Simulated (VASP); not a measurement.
# Bi (C2/c) in VASP: single point with PBE

Aim: the single point of Bi with PBE.

Everything below comes from runs of VASP 6.6.1. Logs are shortened: lines on timing, memory, paths and dates and some standing lists are left out, and cuts for length are marked.

### 1 The cell of the first run

The typed cell holds 4 atoms: a = 4.588 Å, b = 4.588 Å, c = 9.437 Å, α = 116.88°, β = 116.88°, γ = 61.06°.

### 2 Single point, PBE

INCAR

```
  ALGO = Normal
  EDIFF = 1E-7
  ENCUT = 520
  GGA = PE
  ISIF = 2
  ISMEAR = 0
  LASPH = T
  LCHARG = F
  LREAL = F
  LWAVE = F
  NBANDS = 38
  NELM = 80
  PREC = Accurate
  SIGMA = 0.1
```

KPOINTS

```
k-points
0
Gamma
  4 4 2
```

POSCAR

```
Bi
1.0
    3.9076012326     -2.3302987762     -0.5881158870
    3.9076012326      2.3302987762     -0.5881158870
   -3.7026675568      0.0000000000      8.6805876897
Bi
4
Direct
    1.2727248725      0.2725509648      0.1526701119
    0.7274490352     -0.2727248725      0.3473298881
   -0.2727248725      0.7274490352      0.8473298881
    0.2725509648      1.2727248725      0.6526701119
```

Potentials or basis: VASP PAW PBE potentials, release 64 (Bi_d).

Launch:

```
cat potpaw_PBE.64/Bi_d/POTCAR > POTCAR
mpirun -np 1 vasp_std > vasp.out
```

OUTCAR:

```text
EDIFF = 1E-7
   ENCUT = 520
   GGA = PE
   ISIF = 2
   ISMEAR = 0
   LASPH = T
   LREAL = F
   NELM = 80
   PREC = Accurate

 ion  position               nearest neighbor table
   1  0.273  0.273  0.153-   2 3.06   2 3.10   2 3.10   3 3.57   3 3.58   3 3.72
   2  0.727  0.727  0.347-   1 3.06   1 3.10   1 3.10   4 3.57   4 3.58   4 3.72
   3  0.727  0.727  0.847-   4 3.06   4 3.10   4 3.10   1 3.57   1 3.58   1 3.72
   4  0.273  0.273  0.653-   3 3.06   3 3.10   3 3.10   2 3.57   2 3.58   2 3.72

  Warning from LATTYP: Got some problem with cell dimensions!
  Tried to take original basis but could not verify dimensions!
  LATTYP: Found a base centered monoclinic cell.
 ALAT       =     7.9032215430
 B/A-ratio  =     0.5897085799
 C/A-ratio  =     1.0827677776
 COS(beta)  =    -0.3447168866

  Lattice vectors:

 A1 = (  -3.9076012326,   2.3302987762,   0.5881158870)
 A2 = (  -3.9076012326,  -2.3302987762,   0.5881158870)
 A3 = (   4.1125349084,   0.0000000000,   7.5043559157)

Analysis of symmetry for initial positions (statically):
=====================================================================
 Subroutine PRICEL returns:
 Original cell was already a primitive cell.

 Routine SETGRP: Setting up the symmetry group for a
 base centered monoclinic supercell.

 Subroutine GETGRP returns: Found  4 space group operations
 (whereof  2 operations were pure point group operations)
 out of a pool of  4 trial point group operations.

The static configuration has the point symmetry S_2 .
 The point group associated with its full space group is C_2h.

Analysis of symmetry for dynamics (positions and initial velocities):
=====================================================================
 Subroutine PRICEL returns:
 Original cell was already a primitive cell.

 Routine SETGRP: Setting up the symmetry group for a
 base centered monoclinic supercell.

 Subroutine GETGRP returns: Found  4 space group operations
 (whereof  2 operations were pure point group operations)
 out of a pool of  4 trial point group operations.

The dynamic configuration has the point symmetry S_2 .
 The point group associated with its full space group is C_2h.

 Subroutine INISYM returns: Found  4 space group operations
 (whereof  2 operations are pure point group operations),
 and found     1 'primitive' translations

----------------------------------------------------------------------------------------

                                     Primitive cell

  volume of cell :     147.9398

  direct lattice vectors                    reciprocal lattice vectors
     3.907601233 -2.330298776 -0.588115887     0.136733703 -0.214564761  0.058323176
     3.907601233  2.330298776 -0.588115887     0.136733703  0.214564761  0.058323176
    -3.702667557  0.000000000  8.680587690     0.018527608  0.000000000  0.123102446

  length of vectors
     4.587539654  4.587539654  9.437285080     0.261028227  0.261028227  0.124488892

  position of ions in fractional coordinates (direct lattice)
     0.272724872  0.272550965  0.152670112
     0.727449035  0.727275128  0.347329888
     0.727275128  0.727449035  0.847329888
     0.272550965  0.272724872  0.652670112

  ion indices of the primitive-cell ions
   primitive index   ion index
                 1           1
                 2           2
                 3           3
                 4           4

----------------------------------------------------------------------------------------

 KPOINTS: k-points

Automatic generation of k-mesh.
 Grid dimensions read from file:
 generate k-points for:    4    4    2

 Generating k-lattice:

  Cartesian coordinates                     Fractional coordinates (reciprocal lattice)
     0.034183426 -0.053641190  0.014580794     0.250000000 -0.000000000  0.000000000
     0.034183426  0.053641190  0.014580794    -0.000000000  0.250000000  0.000000000
     0.009263804  0.000000000  0.061551223     0.000000000  0.000000000  0.500000000

  Length of vectors
     0.065257057  0.065257057  0.062244446

  Shift w.r.t. Gamma in fractional coordinates (k-lattice)
     0.000000000  0.000000000  0.000000000

 Subroutine IBZKPT returns following result:
 ===========================================

 Found     14 irreducible k-points:

 Following reciprocal coordinates:
            Coordinates               Weight
  0.000000  0.000000  0.000000      1.000000
  0.250000 -0.000000  0.000000      4.000000
  0.500000 -0.000000  0.000000      2.000000
  0.250000  0.250000  0.000000      2.000000
  0.500000  0.250000 -0.000000      4.000000
 -0.250000  0.250000  0.000000      2.000000
  0.500000  0.500000  0.000000      1.000000
 -0.000000 -0.000000  0.500000      1.000000
  0.250000 -0.000000  0.500000      4.000000
  0.500000 -0.000000  0.500000      2.000000
  0.250000  0.250000  0.500000      2.000000
  0.500000  0.250000  0.500000      4.000000
 -0.250000  0.250000  0.500000      2.000000
  0.500000  0.500000  0.500000      1.000000
   k-points           NKPTS =     14   k-points in BZ     NKDIM =     14   number of bands    NBANDS=     38
   number of dos      NEDOS =    301   number of ions     NIONS =      4
   total plane-waves  NPLWV =  90720
   dimension x,y,z NGX =    36 NGY =   36 NGZ =   70
   dimension x,y,z NGXF=    72 NGYF=   72 NGZF=  140
   ions per type =               4
   NGX,Y,Z   is equivalent  to a cutoff of  13.05, 13.05, 12.33 a.u.
   NGXF,Y,Z  is equivalent  to a cutoff of  26.09, 26.09, 24.66 a.u.
 SYSTEM =  unknown system
   PREC   = accura    normal or accurate (medium, high low for compatibility)
   ISTART =      0    job   : 0-new  1-cont  2-samecut
   ICHARG =      2    charge: 1-file 2-atom 10-const
   ISPIN  =      1    spin polarized calculation?
   LNONCOLLINEAR =      F non collinear calculations
   LSORBIT =      F    spin-orbit coupling
   LASPH  =      T    aspherical Exc in radial PAW
   ENCUT  =  520.0 eV  38.22 Ry    6.18 a.u.   8.53  8.53 17.55*2*pi/ulx,y,z
   NELM   =     80;   NELMIN=  2; NELMDL= -5     # of ELM steps
   EDIFF  = 0.1E-06   stopping-criterion for ELM
   LREAL  =      F    real-space projection
   EDIFFG = 0.1E-05   stopping-criterion for IOM
   NSW    =      0    number of steps for IOM
   IBRION =     -1    ionic relax: 0-MD 1-quasi-New 2-CG
   NFREE  =      0    steps in history (QN), initial steepest desc. (CG)
   ISIF   =      2    stress and relaxation
   ISYM   =      2    0-nonsym 1-usesym 2-fastsym
   POTIM  = 0.5000    time-step for ionic-motion
   TEBEG  =    0.0;   TEEND  =   0.0 temperature during run
   PSTRESS=    0.0 pullay stress
   NELECT =      60.0000    total number of electrons
   NUPDOWN=      -1.0000    fix difference up-down
   EMIN   =  10.00;   EMAX   =-10.00  energy-range for DOS
   EFERMI =   0.00;   METHOD = LEGACY
   ISMEAR =     0;   SIGMA  =   0.10  broadening in eV -4-tet -1-fermi 0-gaus
   EFERMI_NEDOS =   21; number of points for ismear=-14 and -15
   IALGO  =     38    algorithm
   IMIX   =      4    mixing-type and parameters
     AMIX     =   0.40;   BMIX     =  1.00
     AMIX_MAG =   1.60;   BMIX_MAG =  1.00
  volume/ion in A,a.u.               =      36.98       249.59
  Fermi-wavevector in a.u.,A,eV,Ry     =   1.211798  2.289966 19.979532  1.468454
  Thomas-Fermi vector in A             =   2.347302
   LORBIT       =      0    0 simple, 1 ext, 2 COOP (PROOUT), +10 PAW based schemes
   GGA     = PE    functional components
   LHFCALC =     F    Hartree Fock is set to
   AEXX    =    0.0000 exact exchange contribution
   IVDW    =     0    specifies the selected vdW correction
   LEPSILON=     F    determine dielectric tensor
   LRPA    =     F    only Hartree local field effects (RPA)
 non-spin polarized calculation
 Gauss-broadening in eV      SIGMA  =   0.10
  energy-cutoff  :      520.00
  volume of cell :      147.94
 maximum number of plane-waves:      4003
 NGX is ok and might be reduce to    36
   NGX = 17   NGY = 17   NGZ = 35

 number of electron      59.9999996 magnetization

 Free energy of the ion-electron system (eV)
  ---------------------------------------------------
  ext. energy  EPLUGINS =         0.00000000
  ---------------------------------------------------
  free energy    TOTEN  =       -15.66849551 eV

  energy without entropy =      -15.66122492  energy(sigma->0) =      -15.66486022

 E-fermi :   5.5787     XC(G=0):  -9.2957

 val. band max:        5.4735872481   @ k =   0.5000   0.5000   0.0000
 cond. band min:       5.5971290591   @ k =   0.5000  -0.0000   0.0000
 fundamental gap:      0.1235418110
 Fermi energy:         5.5786826222

 k-point     1 :       0.0000    0.0000    0.0000
  band No.  band energies     occupation
      1     -17.0916      2.00000
      2     -17.0821      2.00000
      3     -17.0325      2.00000
      4     -17.0070      2.00000
      5     -16.9555      2.00000
      6     -16.9468      2.00000
[... 30 lines left out ...]
     37      11.4560      0.00000
     38      11.5695      0.00000

 k-point     2 :       0.2500   -0.0000    0.0000
  band No.  band energies     occupation
      1     -17.0601      2.00000
      2     -17.0557      2.00000
      3     -17.0367      2.00000
      4     -16.9885      2.00000
      5     -16.9447      2.00000
      6     -16.9418      2.00000
[... 30 lines left out ...]
     37      10.6180      0.00000
     38      11.0401      0.00000

 k-point     3 :       0.5000   -0.0000    0.0000
  band No.  band energies     occupation
      1     -17.0785      2.00000
      2     -17.0217      2.00000
      3     -16.9598      2.00000
      4     -16.9507      2.00000
      5     -16.9448      2.00000
      6     -16.9254      2.00000
[... 30 lines left out ...]
     37      12.2074      0.00000
[... 371 lines left out ...]
 k-point    13 :      -0.2500    0.2500    0.5000
  band No.  band energies     occupation
      1     -17.0547      2.00000
      2     -17.0547      2.00000
      3     -16.9547      2.00000
      4     -16.9547      2.00000
      5     -16.9218      2.00000
      6     -16.9218      2.00000
[... 30 lines left out ...]
     37      10.6971      0.00000
     38      10.6971      0.00000

 k-point    14 :       0.5000    0.5000    0.5000
  band No.  band energies     occupation
      1     -17.0395      2.00000
      2     -17.0395      2.00000
      3     -16.9620      2.00000
      4     -16.9620      2.00000
      5     -16.9381      2.00000
      6     -16.9381      2.00000
[... 30 lines left out ...]
     37      10.5173      0.00000
     38      10.5173      0.00000

------------------------ aborting loop because EDIFF is reached ----------------------------------------

  FORCE on cell =-STRESS in cart. coord.  units (eV):
  Direction    XX          YY          ZZ          XY          YZ          ZX
  --------------------------------------------------------------------------------------
  -------------------------------------------------------------------------------------
  Total        0.0456489     -0.0098120     -0.0656960      0.0000000      0.0000000     -0.1042905
  in kB        0.4943738     -0.1062633     -0.7114830      0.0000000      0.0000000     -1.1294586
  external PRESSURE =      -0.1077908 kB  Pullay stress =       0.0000000 kB

 VOLUME and BASIS-vectors are now :
 -----------------------------------------------------------------------------
  energy-cutoff  :      520.00
  volume of cell :      147.94
      direct lattice vectors                 reciprocal lattice vectors
     3.907601233 -2.330298776 -0.588115887     0.136733703 -0.214564761  0.058323176
     3.907601233  2.330298776 -0.588115887     0.136733703  0.214564761  0.058323176
    -3.702667557  0.000000000  8.680587690     0.018527608  0.000000000  0.123102446

 POSITION                                       TOTAL-FORCE (eV/Angst)
 -----------------------------------------------------------------------------------
      1.56543     -0.00041      1.00458         0.003504      0.000321     -0.003577
      4.39843     -0.00041      2.15948        -0.003504      0.000321      0.003577
      2.54710      0.00041      6.49978        -0.003504     -0.000321      0.003577
     -0.28590      0.00041      5.34487         0.003504     -0.000321     -0.003577
 -----------------------------------------------------------------------------------
    total drift:                               -0.000000     -0.000000      0.000000

  FREE ENERGIE OF THE ION-ELECTRON SYSTEM (eV)
  ---------------------------------------------------
  free  energy   TOTEN  =       -15.6684955123 eV

  energy  without entropy=      -15.6612249222  energy(sigma->0) =      -15.66486022
```

Wall time 1.8 min (1 thread of AMD EPYC 7R43 (Zen 3), shared host); peak memory 0.25 GiB.

What came out:

```yaml
Free_energy: -15.6685 eV
Pressure: 0.0 GPa
Largest_force: 0.005 eV/Å
Band_gap_on_the_k_mesh: zero (bands 30 and 31 overlap by 0.12 eV)
```

Forces on the atoms (eV/Å):
```
Bi   0.004  0.000 -0.004
Bi  -0.004  0.000  0.004
Bi  -0.004  0.000  0.004
Bi   0.004  0.000 -0.004
```

Caveat: the k points lie up to 0.41 Å⁻¹ apart; spin-orbit coupling is left out, which moves the levels of the heavy elements.
